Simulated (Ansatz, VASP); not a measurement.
AlN: VASP beside Ansatz

```
Al N
1.0
     3.22230    0.00000    0.00000
    -1.61115    2.79059    0.00000
     0.00000    0.00000    4.30690
Al N
2 2
Direct
  0.33333 0.66667 0.75000
  0.66667 0.33333 0.25000
  0.33333 0.66667 0.25000
  0.66667 0.33333 0.75000
```

Alike in both runs: task single point; functional PBEsol; k mesh 9 × 9 × 6; occupations gaussian, width 0.05 eV; no spin polarisation.

|  | VASP | Ansatz |
| --- | --- | --- |
| version | VASP 6.6.1 | Ansatz 0.2.0 |
| potentials or method | VASP PAW PBE potentials, release 64 (Al, N), cutoff 520 eV | scalar-relativistic, plane waves, PAW |
| valence electrons in the cell | 16 | 16 |

|  | VASP | Ansatz | Ansatz less VASP |
| --- | --- | --- | --- |
| gap on the k mesh at the Fermi level (eV) | 3.27 | 3.25 | -0.015 |
| least direct gap on the mesh (eV) | 3.27 | 3.25 | -0.015 |
| pressure (GPa) | 5.1 | 5.1 | +0.01 |
| traceless stress, the component that is largest in VASP (GPa) | -9.14 | -9.03 | +0.109 |

VASP's potentials were made for PBE, not for PBEsol. With one functional, cell and mesh, what is left measures potentials, basis and numerics.
